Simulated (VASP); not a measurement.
# Zn2SeS in VASP: single point with PBE

Aim: the single point of Zn2SeS with PBE.

Everything below comes from runs of VASP 6.6.1. Logs are shortened: lines on timing, memory, paths and dates and some standing lists are left out, and cuts for length are marked.

### 1 The cell of the first run

The cell holds a sheet with vacuum, 8 atoms: a = 7.932 Å, b = 3.950 Å, c = 30.407 Å, α = 90.00°, β = 90.00°, γ = 119.55°.

### 2 Single point, PBE

Input file INCAR:

```
SYSTEM = Zn2SeS
ALGO     = Normal         ! electronic algorithm
DIPOL    = 0.5 0.5 0.295
EDIFF    = 1E-6           ! SCF threshold, eV
ENCUT    = 400            ! plane-wave cutoff, eV
GGA      = PE             ! functional
GGA_COMPAT= .FALSE.      
IDIPOL   = 3            
ISIF     = 2              ! what is computed and relaxed
ISMEAR   = 0              ! smearing method
LASPH    = .TRUE.         ! aspherical terms in the spheres
LCHARG   = .TRUE.         ! write CHGCAR
LDIPOL   = .TRUE.       
LELF     = .TRUE.         ! ELF
LREAL    = .FALSE.        ! projectors in reciprocal space
LVACPOTAV= .TRUE.       
LVHAR    = .TRUE.       
LWAVE    = .FALSE.        ! write WAVECAR
NBANDS   = 46             ! bands
NELM     = 120            ! most SCF steps
NELMDL   = -8           
PREC     = Accurate       ! precision mode
SIGMA    = 0.1            ! smearing width, eV
```

Input file KPOINTS:

```
k-points
0
G
  4 4 1
  0 0 0
```

Input file POSCAR:

```
Zn2SeS
1.0
    7.9314648698      0.0403273614      0.0000000000
   -1.9654034483      3.4267135104      0.0000000000
    0.0000000000      0.0000000000     30.4067200000
Zn Se S
4 2 2
Direct
    0.1890187044      0.7173272593      0.3283901953
    0.6669398721      0.6403913676      0.3242256175
    0.3462723950      0.3269172273      0.2522864139
    0.8292072359      0.3404554894      0.2666559979
    0.3015851376      0.2908685457      0.3475595212
    0.8253383353      0.3368163764      0.3504911071
    0.1779143058      0.6698195769      0.2481608622
    0.6637240140      0.6774041573      0.2382884195
```

Potentials or basis: VASP PAW PBE potentials, release 64 (Zn, Se, S).

Started as:

```bash
cat potpaw_PBE.64/Zn/POTCAR potpaw_PBE.64/Se/POTCAR potpaw_PBE.64/S/POTCAR > POTCAR
mpirun -np 1 vasp_std > vasp.out
```

OUTCAR:

```text
SYSTEM = Zn2SeS
   EDIFF = 1E-6
   ENCUT = 400
   GGA = PE
   ISIF = 2
   ISMEAR = 0
   LASPH = .TRUE.
   LREAL = .FALSE.
   NELM = 120
   NELMDL = -8
   PREC = Accurate

 ion  position               nearest neighbor table
   1  0.189  0.717  0.328-   5 2.07   5 2.34   7 2.44   6 2.60
   2  0.667  0.640  0.324-   6 2.27   6 2.53   8 2.62   5 2.62   4 2.76   4 2.98
   3  0.346  0.327  0.252-   8 2.24   7 2.26   7 2.33   5 2.91
   4  0.829  0.340  0.267-   8 2.44   8 2.44   7 2.47   6 2.55   2 2.76   2 2.98
   5  0.302  0.291  0.348-   1 2.07   1 2.34   2 2.62   3 2.91
   6  0.825  0.337  0.350-   2 2.27   2 2.53   4 2.55   1 2.60
   7  0.178  0.670  0.248-   3 2.26   3 2.33   1 2.44   4 2.47
   8  0.664  0.677  0.238-   3 2.24   4 2.44   4 2.44   2 2.62

  Warning from LATTYP: Monoclinic adjustment (A1->A3, A2->A1, A3->A2)!
  Warning from LATTYP: Got some problem with cell dimensions!
  Tried to take original basis but could not verify dimensions!
  LATTYP: Found a simple monoclinic cell.
 ALAT       =     3.9503387446
 B/A-ratio  =     7.6972436963
 C/A-ratio  =     1.7467638166
 COS(beta)  =    -0.0056803486

  Lattice vectors:

 A1 = (  -1.9654034483,   3.4267135104,   0.0000000000)
 A2 = (   0.0000000000,   0.0000000000, -30.4067200000)
 A3 = (  -5.9660614215,  -3.4670408718,   0.0000000000)

Analysis of symmetry for initial positions (statically):
=====================================================================
 Subroutine PRICEL returns:
 Original cell was already a primitive cell.

 Routine SETGRP: Setting up the symmetry group for a
 simple monoclinic supercell.

 Subroutine GETGRP returns: Found  1 space group operations
 (whereof  1 operations were pure point group operations)
 out of a pool of  4 trial point group operations.

The static configuration has the point symmetry C_1 .

Analysis of symmetry for dynamics (positions and initial velocities):
=====================================================================
 Subroutine PRICEL returns:
 Original cell was already a primitive cell.

 Routine SETGRP: Setting up the symmetry group for a
 simple monoclinic supercell.

 Subroutine GETGRP returns: Found  1 space group operations
 (whereof  1 operations were pure point group operations)
 out of a pool of  4 trial point group operations.

The dynamic configuration has the point symmetry C_1 .

 Subroutine INISYM returns: Found  1 space group operations
 (whereof  1 operations are pure point group operations),
 and found     1 'primitive' translations

[... 99 lines left out ...]
   POTIM  = 0.5000    time-step for ionic-motion
   TEBEG  =    0.0;   TEEND  =   0.0 temperature during run
   PSTRESS=    0.0 pullay stress
   NELECT =      72.0000    total number of electrons
   NUPDOWN=      -1.0000    fix difference up-down
   EMIN   =  10.00;   EMAX   =-10.00  energy-range for DOS
   EFERMI =   0.00;   METHOD = LEGACY
   ISMEAR =     0;   SIGMA  =   0.10  broadening in eV -4-tet -1-fermi 0-gaus
   EFERMI_NEDOS =   21; number of points for ismear=-14 and -15
   IALGO  =     38    algorithm
   IMIX   =      4    mixing-type and parameters
     AMIX     =   0.40;   BMIX     =  1.00
     AMIX_MAG =   1.60;   BMIX_MAG =  1.00
  volume/ion in A,a.u.               =     103.60       699.15
  Fermi-wavevector in a.u.,A,eV,Ry     =   0.725043  1.370133  7.152414  0.525688
  Thomas-Fermi vector in A             =   1.815665
   LORBIT       =      0    0 simple, 1 ext, 2 COOP (PROOUT), +10 PAW based schemes
   GGA     = PE    functional components
   LHFCALC =     F    Hartree Fock is set to
   AEXX    =    0.0000 exact exchange contribution
   IVDW    =     0    specifies the selected vdW correction
   LEPSILON=     F    determine dielectric tensor
   LRPA    =     F    only Hartree local field effects (RPA)
 non-spin polarized calculation
 Gauss-broadening in eV      SIGMA  =   0.10
  energy-cutoff  :      400.00
  volume of cell :      828.83
 maximum number of plane-waves:     15142
 NGX is ok and might be reduce to    54
   NGX = 25   NGY = 13   NGZ = 99

 number of electron      72.0000007 magnetization

 dipolmoment           0.000000      0.000000      0.033409 electrons x Angstroem

 Free energy of the ion-electron system (eV)
  ---------------------------------------------------
  ext. energy  EPLUGINS =         0.00000000
  ---------------------------------------------------
  free energy    TOTEN  =       -23.49971758 eV

  energy without entropy =      -23.49971758  energy(sigma->0) =      -23.49971758

 E-fermi :  -3.5303     XC(G=0):  -2.3066

 val. band max:       -3.9800428406   @ k =   0.0000   0.0000   0.0000
 cond. band min:      -2.3147308624   @ k =   0.0000   0.0000   0.0000
 fundamental gap:      1.6653119782
 Fermi energy:        -3.5303150391

 k-point     1 :       0.0000    0.0000    0.0000
  band No.  band energies     occupation
      1     -17.3798      2.00000
      2     -16.7212      2.00000
      3     -16.6527      2.00000
      4     -16.3017      2.00000
      5     -11.0794      2.00000
      6     -11.0249      2.00000
[... 479 lines left out ...]
     45       2.4032      0.00000
     46       2.6578      0.00000

------------------------ aborting loop because EDIFF is reached ----------------------------------------

  FORCE on cell =-STRESS in cart. coord.  units (eV):
  Direction    XX          YY          ZZ          XY          YZ          ZX
  --------------------------------------------------------------------------------------
  -------------------------------------------------------------------------------------
  Total        2.3566278      9.5805923      2.0939756     -3.2967465      2.0331641      1.0057856
  in kB        4.5555010     18.5198518      4.0477787     -6.3728061      3.9302266      1.9442431
  external PRESSURE =       9.0410438 kB  Pullay stress =       0.0000000 kB

 VOLUME and BASIS-vectors are now :
 -----------------------------------------------------------------------------
  energy-cutoff  :      400.00
  volume of cell :      828.83
      direct lattice vectors                 reciprocal lattice vectors
     7.931464870  0.040327361  0.000000000     0.125713506  0.072103419  0.000000000
    -1.965403448  3.426713510  0.000000000    -0.001479462  0.290976254  0.000000000
     0.000000000  0.000000000 30.406720000     0.000000000  0.000000000  0.032887467

 POSITION                                       TOTAL-FORCE (eV/Angst)
 -----------------------------------------------------------------------------------
      0.08936      2.46570      9.98527        -0.195526     -3.953914     -1.328977
      4.03118      2.22133      9.85864        -1.699915      0.573724     -0.040788
      2.10392      1.13422      7.67120        -0.446878      0.092314      0.208047
      5.90770      1.20008      8.10813         0.164670     -0.035512     -0.597229
      1.82034      1.00889     10.56815         0.861212      4.390801      1.767830
      5.88416      1.18746     10.65728         0.977975     -0.896491      0.247425
      0.09466      2.30245      7.54576        -0.561757     -0.574015     -0.614444
      3.93293      2.34804      7.24557         0.900220      0.403094      0.358135
 -----------------------------------------------------------------------------------
    total drift:                               -0.002256      0.003244      0.000084

  FREE ENERGIE OF THE ION-ELECTRON SYSTEM (eV)
  ---------------------------------------------------
  free  energy   TOTEN  =       -23.4997175764 eV

  energy  without entropy=      -23.4997175764  energy(sigma->0) =      -23.49971758

 vacuum level on the upper side and lower side of the slab         1.671         1.449
```

OSZICAR:

```text
N       E                     dE             d eps       ncg     rms          rms(c)
DAV:   1     0.402997378544E+03    0.40300E+03   -0.24157E+04  1112   0.989E+02
DAV:   2     0.290126998116E+02   -0.37398E+03   -0.36649E+03  1148   0.244E+02
DAV:   3    -0.231590835179E+02   -0.52172E+02   -0.51875E+02  1084   0.876E+01
DAV:   4    -0.252584870840E+02   -0.20994E+01   -0.20933E+01  1102   0.184E+01
[... 18 lines left out ...]
DAV:  23    -0.234997038925E+02   -0.32056E-04   -0.22884E-06   804   0.120E-02    0.243E-03
DAV:  24    -0.234997072079E+02   -0.33154E-05   -0.18101E-07   792   0.695E-03    0.222E-03
DAV:  25    -0.234997149928E+02   -0.77849E-05   -0.23278E-07   744   0.537E-03    0.133E-03
DAV:  26    -0.234997169187E+02   -0.19259E-05   -0.16881E-07   792   0.569E-03    0.723E-04
DAV:  27    -0.234997175764E+02   -0.65768E-06   -0.20741E-08   736   0.225E-03
   1 F= -.23499718E+02 E0= -.23499718E+02  d E =-.580067E-11
```

stdout:

```text
POSCAR found type information on POSCAR ZnSeS
 POSCAR found :  3 types and       8 ions
 scaLAPACK will be used
 LDA part: xc-table for (Slater+PW92), standard interpolation
 POSCAR, INCAR and KPOINTS ok, starting setup
 FFT: planning ... GRIDC
 FFT: planning ... GRID_SOFT
 FFT: planning ... GRID
 WAVECAR not read
 entering main loop
 -----------------------------------------------------------------------------
|                                                                             |
|           W    W    AA    RRRRR   N    N  II  N    N   GGGG   !!!           |
|           W    W   A  A   R    R  NN   N  II  NN   N  G    G  !!!           |
|           W    W  A    A  R    R  N N  N  II  N N  N  G       !!!           |
|           W WW W  AAAAAA  RRRRR   N  N N  II  N  N N  G  GGG   !            |
|           WW  WW  A    A  R   R   N   NN  II  N   NN  G    G                |
|           W    W  A    A  R    R  N    N  II  N    N   GGGG   !!!           |
|                                                                             |
|     Did not find any points to average over, which means that no vacuum     |
|     field-free region was found. Please increase the size of  your cell     |
|     in the dimension of the dipole correction to obtain accurate            |
|     workfunction values.                                                    |
|                                                                             |
 -----------------------------------------------------------------------------
```

Wall time 17 min (1 thread of Oxide Virtual Turin-like, shared host); peak memory 0.7 GiB.

What came out:

| Property | Result |
| --- | --- |
| Free energy | -23.4997 eV |
| Largest force | 4.811 eV/Å |
| Band gap on the k mesh | 1.67 eV |

Forces in eV/Å, atoms in the order of the input:
```
Zn  -0.196 -3.954 -1.329
Zn  -1.700  0.574 -0.041
Zn  -0.447  0.092  0.208
Zn   0.165 -0.036 -0.597
Se   0.861  4.391  1.768
Se   0.978 -0.896  0.247
S   -0.562 -0.574 -0.614
S    0.900  0.403  0.358
```

Levels at points of the mesh, in eV from the valence-band top:
```csv
k point,band 32,band 33,band 34,band 35,band 36,band 37,band 38,band 39,band 40,band 41
"(0.00, 0.00, 0.00)",-1.26,-1.16,-0.66,-0.46,0.00,1.67,2.13,2.68,3.50,3.85
"(0.50, 0.00, 0.00)",-1.84,-1.17,-1.12,-0.83,-0.44,2.85,3.06,3.28,3.71,4.09
"(0.00, 0.50, 0.00)",-2.35,-1.40,-1.35,-1.28,-0.98,2.59,2.81,3.12,3.42,4.27
"(0.50, 0.50, 0.00)",-2.31,-2.03,-1.85,-1.27,-0.92,3.69,3.83,4.39,4.81,4.96
```
